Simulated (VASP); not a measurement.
# CdS (F-43m) in VASP: a series of runs, part 2 of 2

VASP 6.6.1.

## (4) Single point, PBEsol

This run uses another cell than the first one, of 25.93 Å³/atom.

INCAR

```
PREC = Accurate
ENCUT = 500
EDIFF = 1E-6
ISMEAR = 0
SIGMA = 0.05
LREAL = F
LASPH = T
NELM = 120
ALGO = Normal
ISIF = 2
LWAVE = F
LCHARG = T
GGA = PS
LELF = T
LVHAR = T
NBANDS = 16
GGA_COMPAT = F
```

KPOINTS

```
Automatic mesh
0
Gamma
  6 6 6
```

POSCAR

```
CdS
1.0
    0.0000000000      2.9598933778      2.9598933778
    2.9598933778      0.0000000000      2.9598933778
    2.9598933778      2.9598933778      0.0000000000
Cd S
1 1
Direct
    0.0000000000      0.0000000000      0.0000000000
    0.2500000000      0.2500000000      0.2500000000
```

Potentials or basis: VASP PAW PBE potentials, release 64 (Cd, S).

The run is started by

```sh
$ cat potpaw_PBE.64/Cd/POTCAR potpaw_PBE.64/S/POTCAR > POTCAR
$ mpirun -np 1 vasp_std > vasp.out
```

OUTCAR:

```text
PREC = Accurate
   ENCUT = 500
   EDIFF = 1E-6
   ISMEAR = 0
   LREAL = F
   LASPH = T
   NELM = 120
   ISIF = 2
   GGA = PS

 ion  position               nearest neighbor table
   1  0.000  0.000  0.000-   2 2.56   2 2.56   2 2.56   2 2.56
   2  0.250  0.250  0.250-   1 2.56   1 2.56   1 2.56   1 2.56

  LATTYP: Found a face centered cubic cell.
 ALAT       =     5.9197867556

  Lattice vectors:

 A1 = (   0.0000000000,   2.9598933778,   2.9598933778)
 A2 = (   2.9598933778,   0.0000000000,   2.9598933778)
 A3 = (   2.9598933778,   2.9598933778,   0.0000000000)

Analysis of symmetry for initial positions (statically):
=====================================================================
 Subroutine PRICEL returns:
 Original cell was already a primitive cell.

 Routine SETGRP: Setting up the symmetry group for a
 face centered cubic supercell.

 Subroutine GETGRP returns: Found 24 space group operations
 (whereof 24 operations were pure point group operations)
 out of a pool of 48 trial point group operations.

The static configuration has the point symmetry T_d .

Analysis of symmetry for dynamics (positions and initial velocities):
=====================================================================
 Subroutine PRICEL returns:
 Original cell was already a primitive cell.

 Routine SETGRP: Setting up the symmetry group for a
 face centered cubic supercell.

 Subroutine GETGRP returns: Found 24 space group operations
 (whereof 24 operations were pure point group operations)
 out of a pool of 48 trial point group operations.

The dynamic configuration has the point symmetry T_d .

 Subroutine INISYM returns: Found 24 space group operations
 (whereof 24 operations are pure point group operations),
 and found     1 'primitive' translations

----------------------------------------------------------------------------------------

                                     Primitive cell

  volume of cell :      51.8631

  direct lattice vectors                    reciprocal lattice vectors
     0.000000000  2.959893378  2.959893378    -0.168925004  0.168925004  0.168925004
     2.959893378  0.000000000  2.959893378     0.168925004 -0.168925004  0.168925004
     2.959893378  2.959893378  0.000000000     0.168925004  0.168925004 -0.168925004

  length of vectors
     4.185921358  4.185921358  4.185921358     0.292586689  0.292586689  0.292586689

  position of ions in fractional coordinates (direct lattice)
     0.000000000  0.000000000  0.000000000
     0.250000000  0.250000000  0.250000000

  ion indices of the primitive-cell ions
   primitive index   ion index
                 1           1
                 2           2

----------------------------------------------------------------------------------------

 KPOINTS: Automatic mesh

Automatic generation of k-mesh.
 Grid dimensions read from file:
 generate k-points for:    6    6    6

 Generating k-lattice:

  Cartesian coordinates                     Fractional coordinates (reciprocal lattice)
    -0.028154167  0.028154167  0.028154167     0.166666667  0.000000000  0.000000000
     0.028154167 -0.028154167  0.028154167     0.000000000  0.166666667  0.000000000
     0.028154167  0.028154167 -0.028154167     0.000000000  0.000000000  0.166666667

  Length of vectors
     0.048764448  0.048764448  0.048764448

  Shift w.r.t. Gamma in fractional coordinates (k-lattice)
     0.000000000  0.000000000  0.000000000

 Subroutine IBZKPT returns following result:
 ===========================================

 Found     16 irreducible k-points:

 Following reciprocal coordinates:
            Coordinates               Weight
  0.000000  0.000000  0.000000      1.000000
  0.166667  0.000000  0.000000      8.000000
  0.333333  0.000000  0.000000      8.000000
  0.500000  0.000000  0.000000      4.000000
  0.166667  0.166667  0.000000      6.000000
  0.333333  0.166667  0.000000     24.000000
[... 8 lines left out ...]
 -0.333333  0.333333  0.166667     24.000000
 -0.333333  0.500000  0.166667     12.000000
   k-points           NKPTS =     16   k-points in BZ     NKDIM =     16   number of bands    NBANDS=     16
   number of dos      NEDOS =    301   number of ions     NIONS =      2
   total plane-waves  NPLWV =  32768
   dimension x,y,z NGX =    32 NGY =   32 NGZ =   32
   dimension x,y,z NGXF=    64 NGYF=   64 NGZF=   64
   ions per type =               1   1
   NGX,Y,Z   is equivalent  to a cutoff of  12.71, 12.71, 12.71 a.u.
   NGXF,Y,Z  is equivalent  to a cutoff of  25.42, 25.42, 25.42 a.u.
 SYSTEM =  unknown system
   PREC   = accura    normal or accurate (medium, high low for compatibility)
   ISTART =      0    job   : 0-new  1-cont  2-samecut
   ICHARG =      2    charge: 1-file 2-atom 10-const
   ISPIN  =      1    spin polarized calculation?
   LNONCOLLINEAR =      F non collinear calculations
   LSORBIT =      F    spin-orbit coupling
   LASPH  =      T    aspherical Exc in radial PAW
   ENCUT  =  500.0 eV  36.75 Ry    6.06 a.u.   7.63  7.63  7.63*2*pi/ulx,y,z
   NELM   =    120;   NELMIN=  2; NELMDL= -5     # of ELM steps
   EDIFF  = 0.1E-05   stopping-criterion for ELM
   LREAL  =      F    real-space projection
[... 7 lines left out ...]
   TEBEG  =    0.0;   TEEND  =   0.0 temperature during run
   PSTRESS=    0.0 pullay stress
   NELECT =      18.0000    total number of electrons
   NUPDOWN=      -1.0000    fix difference up-down
   EMIN   =  10.00;   EMAX   =-10.00  energy-range for DOS
   EFERMI =   0.00;   METHOD = LEGACY
   ISMEAR =     0;   SIGMA  =   0.05  broadening in eV -4-tet -1-fermi 0-gaus
   EFERMI_NEDOS =   21; number of points for ismear=-14 and -15
   IALGO  =     38    algorithm
   IMIX   =      4    mixing-type and parameters
     AMIX     =   0.40;   BMIX     =  1.00
     AMIX_MAG =   1.60;   BMIX_MAG =  1.00
  volume/ion in A,a.u.               =      25.93       174.99
  Fermi-wavevector in a.u.,A,eV,Ry     =   1.150481  2.174095 18.008773  1.323607
  Thomas-Fermi vector in A             =   2.287145
   LORBIT       =      0    0 simple, 1 ext, 2 COOP (PROOUT), +10 PAW based schemes
   GGA     = PS    functional components
   LHFCALC =     F    Hartree Fock is set to
   AEXX    =    0.0000 exact exchange contribution
   IVDW    =     0    specifies the selected vdW correction
   LEPSILON=     F    determine dielectric tensor
   LRPA    =     F    only Hartree local field effects (RPA)
 non-spin polarized calculation
 Gauss-broadening in eV      SIGMA  =   0.05
  energy-cutoff  :      500.00
  volume of cell :       51.86
 maximum number of plane-waves:      1363
 NGX is ok and might be reduce to    32
   NGX = 15   NGY = 15   NGZ = 15

 number of electron      18.0000002 magnetization

 Free energy of the ion-electron system (eV)
  ---------------------------------------------------
  ext. energy  EPLUGINS =         0.00000000
  ---------------------------------------------------
  free energy    TOTEN  =        -6.79496736 eV

  energy without entropy =       -6.79496736  energy(sigma->0) =       -6.79496736

 E-fermi :   1.0841     XC(G=0):  -9.1705

 val. band max:        0.8447150791   @ k =   0.0000   0.0000   0.0000
 cond. band min:       1.7581320077   @ k =   0.0000   0.0000   0.0000
 fundamental gap:      0.9134169286
 Fermi energy:         1.0840717396

 k-point     1 :       0.0000    0.0000    0.0000
  band No.  band energies     occupation
      1     -11.2749      2.00000
      2      -6.7325      2.00000
      3      -6.7325      2.00000
      4      -6.7325      2.00000
      5      -6.3031      2.00000
      6      -6.3031      2.00000
[... 8 lines left out ...]
     15      12.2178      0.00000
     16      12.2178      0.00000

 k-point     2 :       0.1667    0.0000    0.0000
  band No.  band energies     occupation
      1     -11.1759      2.00000
      2      -6.6986      2.00000
      3      -6.6986      2.00000
      4      -6.6386      2.00000
      5      -6.3038      2.00000
      6      -6.3038      2.00000
[... 8 lines left out ...]
     15      11.4114      0.00000
     16      12.3318      0.00000
[... 235 lines left out ...]
      5      -6.2862      2.00000
      6      -5.8011      2.00000
[... 8 lines left out ...]
     15      13.0639      0.00000
     16      13.9749      0.00000

 k-point    16 :      -0.3333    0.5000    0.1667
  band No.  band energies     occupation
      1     -10.7562      2.00000
      2      -6.5233      2.00000
      3      -6.4899      2.00000
      4      -6.3727      2.00000
      5      -6.2652      2.00000
      6      -5.7744      2.00000
[... 8 lines left out ...]
     15      13.8829      0.00000
     16      13.8904      0.00000

------------------------ aborting loop because EDIFF is reached ----------------------------------------

  FORCE on cell =-STRESS in cart. coord.  units (eV):
  Direction    XX          YY          ZZ          XY          YZ          ZX
  --------------------------------------------------------------------------------------
  -------------------------------------------------------------------------------------
  Total       -0.7623003     -0.7623003     -0.7623003      0.0000000      0.0000000      0.0000000
  in kB      -23.5493243    -23.5493243    -23.5493243      0.0000000      0.0000000      0.0000000
  external PRESSURE =     -23.5493243 kB  Pullay stress =       0.0000000 kB

 VOLUME and BASIS-vectors are now :
 -----------------------------------------------------------------------------
  energy-cutoff  :      500.00
  volume of cell :       51.86
      direct lattice vectors                 reciprocal lattice vectors
     0.000000000  2.959893378  2.959893378    -0.168925004  0.168925004  0.168925004
     2.959893378  0.000000000  2.959893378     0.168925004 -0.168925004  0.168925004
     2.959893378  2.959893378  0.000000000     0.168925004  0.168925004 -0.168925004

 POSITION                                       TOTAL-FORCE (eV/Angst)
 -----------------------------------------------------------------------------------
      0.00000      0.00000      0.00000        -0.000000     -0.000000     -0.000000
      1.47995      1.47995      1.47995         0.000000      0.000000      0.000000
 -----------------------------------------------------------------------------------
    total drift:                               -0.000000     -0.000000      0.000000

  FREE ENERGIE OF THE ION-ELECTRON SYSTEM (eV)
  ---------------------------------------------------
  free  energy   TOTEN  =        -6.7949673562 eV

  energy  without entropy=       -6.7949673562  energy(sigma->0) =       -6.79496736
```

OSZICAR:

```text
N       E                     dE             d eps       ncg     rms          rms(c)
DAV:   1     0.103756818546E+03    0.10376E+03   -0.87400E+03   520   0.982E+02
DAV:   2    -0.315220569699E+01   -0.10691E+03   -0.10143E+03   616   0.248E+02
DAV:   3    -0.727598368864E+01   -0.41238E+01   -0.41167E+01   624   0.505E+01
DAV:   4    -0.730005205413E+01   -0.24068E-01   -0.24066E-01   672   0.386E+00
DAV:   5    -0.730036788921E+01   -0.31584E-03   -0.31583E-03   592   0.413E-01    0.704E+00
DAV:   6    -0.681648037772E+01    0.48389E+00   -0.81331E-01   784   0.118E+01    0.578E+00
DAV:   7    -0.679768541750E+01    0.18795E-01   -0.15456E-01   584   0.277E+00    0.283E+00
DAV:   8    -0.679509440730E+01    0.25910E-02   -0.15449E-02   600   0.152E+00    0.223E-01
DAV:   9    -0.679486994409E+01    0.22446E-03   -0.18925E-03   624   0.628E-01    0.566E-02
DAV:  10    -0.679492303643E+01   -0.53092E-04   -0.19667E-04   608   0.154E-01    0.620E-02
DAV:  11    -0.679497215949E+01   -0.49123E-04   -0.79741E-05   616   0.776E-02    0.233E-02
DAV:  12    -0.679496685323E+01    0.53063E-05   -0.15877E-05   704   0.480E-02    0.771E-03
DAV:  13    -0.679496735615E+01   -0.50292E-06   -0.18193E-06   632   0.802E-03
   1 F= -.67949674E+01 E0= -.67949674E+01  d E =-.436998E-13
```

stdout:

```text
POSCAR found type information on POSCAR CdS
 POSCAR found :  2 types and       2 ions
 scaLAPACK will be used
 -----------------------------------------------------------------------------
|                                                                             |
|                                                                             |
|     You enforced a specific xc type in the INCAR file but a different       |
|     I HOPE YOU KNOW WHAT YOU ARE DOING!                                     |
|                                                                             |
 -----------------------------------------------------------------------------

 LDA part: xc-table for (Slater+PW92), standard interpolation
 POSCAR, INCAR and KPOINTS ok, starting setup
 FFT: planning ... GRIDC
 FFT: planning ... GRID_SOFT
 FFT: planning ... GRID
 WAVECAR not read
 entering main loop
```

It took 28 s on 1 thread of Intel Xeon 8259CL, shared host; peak memory 0.18 GiB.

What came out:

```yaml
Free_energy: -6.7950 eV
Pressure: -2.4 GPa
Band_gap_on_the_k_mesh: 0.91 eV
```

Caveat: the PAW data sets were made with another functional, which shifts forces and pressure a little.

## (5) Single point, PBEsol

INCAR

```
SYSTEM = CdS
ALGO = Normal ; EDIFF = 1E-6
ENCUT = 500 ; GGA = PS
GGA_COMPAT = .False. ; ISIF = 2
ISMEAR = 0 ; LASPH = .True.
LCHARG = .False. ; LREAL = .False.
LWAVE = .False. ; NBANDS = 16
NELM = 120 ; PREC = Accurate
SIGMA = 0.02
```

KPOINTS

```
k-points
0
Gamma
  8 8 8
  0 0 0
```

POSCAR

```
CdS
1.0
    0.0000000000      2.9116000000      2.9116000000
    2.9116000000      0.0000000000      2.9116000000
    2.9116000000      2.9116000000      0.0000000000
Cd S
1 1
Direct
    0.0000000000      0.0000000000      0.0000000000
    0.2500000000      0.2500000000      0.2500000000
```

The run is started by

```sh
$ cat potpaw_PBE.64/Cd/POTCAR potpaw_PBE.64/S/POTCAR > POTCAR
$ mpirun -np 1 vasp_std > vasp.out
```

Run time: 46 s. Hardware: 1 thread of Intel Xeon 8259CL, shared host; peak memory 0.17 GiB.

Results (log left out):

- Free energy: -6.8130 eV
- Pressure: 0.4 GPa
- Band gap on the k mesh: 1.02 eV

Levels at points of the mesh, in eV from the valence-band top:
```csv
k point,band 7,band 8,band 9,band 10,band 11,band 12
"(0.00, 0.00, 0.00)",0.00,0.00,0.00,1.02,6.44,6.44
"(0.50, 0.00, 0.00)",-4.51,-0.77,-0.77,2.90,6.91,6.91
"(0.50, 0.50, 0.00)",-4.04,-1.93,-1.93,3.38,4.26,9.10
```

Caveat: the PAW data sets were made with another functional, which shifts forces and pressure a little.

## (6) Overview

| cell | k mesh | smearing | gap on the mesh (eV) | pressure (GPa) |
| --- | --- | --- | --- | --- |
| a = 4.118 Å, angles 60.0°, 2 atoms | 6 × 6 × 6 | gaussian 0.05 eV | 1.02 | 0.4 |
| a = 4.237 Å, angles 60.0°, 2 atoms | 6 × 6 × 6 | gaussian 0.05 eV | 0.84 | -4.0 |
| a = 4.186 Å, angles 60.0°, 2 atoms | 6 × 6 × 6 | gaussian 0.05 eV | 0.91 | -2.4 |
| a = 4.118 Å, angles 60.0°, 2 atoms | 8 × 8 × 8 | gaussian 0.02 eV | 1.02 | 0.4 |

Alike in all rows: task single point; level PBEsol; potentials or basis VASP PAW PBE potentials, release 64 (Cd, S); no spin polarisation; cutoff (eV) 500.

Caveats: the PAW data sets were made with another functional, which shifts forces and pressure a little; the cell stands under tension (at least some runs).

Total energies depend on the potentials used, so only differences within one code and one set of settings carry meaning.
